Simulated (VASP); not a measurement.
Write the native input for VASP 6.6.1 that does the following.

| Item | Value |
| --- | --- |
| Task | relaxation of cell and atoms |
| Functional | PBE |
| Potentials or basis | VASP PAW PBE potentials, release 64 (Ta_pv, Mo_sv) |
| Cutoff | 600 eV |
| k mesh | 4 × 4 × 4 |
| Occupations | gaussian, width 0.1 eV |
| Spin | no spin polarisation |
| Dipole correction | no |
| Further INCAR settings | ALGO = Normal; EDIFF = 1e-07; IBRION = 2; EDIFFG = -0.04; NSW = 90; ISIF = 3 |

The structure of TaMo4 lies in POSCAR:

```
TaMo4
1.0
    4.6499427100      0.0000000000      0.0000000000
    0.0000000000      4.6499427100      0.0000000000
    0.0000000000      0.0000000000      4.6499427100
Ta Mo
1 4
Direct
    0.5000000000      0.5000000000      0.5000000000
    0.0000000000      0.5000000000      0.5000000000
    0.5000000000      0.0000000000      0.5000000000
    0.5000000000      0.5000000000      0.0000000000
    0.0000000000      0.0000000000      0.0000000000
```

The cell was built from a structure type or drawn by symmetry, and may not be a known phase.

The input as run:

INCAR

```
  PREC = Accurate
  ENCUT = 600
  EDIFF = 1E-7
  ISMEAR = 0
  SIGMA = 0.1
  LREAL = F
  LASPH = T
  NELM = 100
  ALGO = Normal
  ISIF = 3
  LWAVE = F
  LCHARG = F
  GGA = PE
  IBRION = 2
  NSW = 90
  EDIFFG = -0.04
```

KPOINTS

```
regular mesh
0
Gamma
  4 4 4
```

Potentials or basis: VASP PAW PBE potentials, release 64 (Ta_pv, Mo_sv).

The run is started by

```console
$ cat potpaw_PBE.64/Ta_pv/POTCAR potpaw_PBE.64/Mo_sv/POTCAR > POTCAR
$ mpirun -np 1 vasp_std > vasp.out
```

Results of the run:

| Item | Value |
| --- | --- |
| Relaxed volume | 20.37 Å³/atom |
| Relaxed cell | a = 4.670 Å, b = 4.670 Å, c = 4.670 Å, α = 90.00°, β = 90.00°, γ = 90.00° |
| Space group after relaxing (to 0.1 Å) | Pm-3m (No. 221) |
| Energy gained by relaxing | 1.5 meV/atom |
| Ionic steps | 3 |
| Pressure after relaxing | 0.0 GPa |
| Band gap on the k mesh | zero (an odd number of electrons rules out a gap without spin polarisation) |

Caveat: spin-orbit coupling is left out, which moves the levels of the heavy elements.

It took 3.8 min on 1 thread of Intel Xeon 8259CL, with other jobs on the host, peak memory 0.27 GiB.
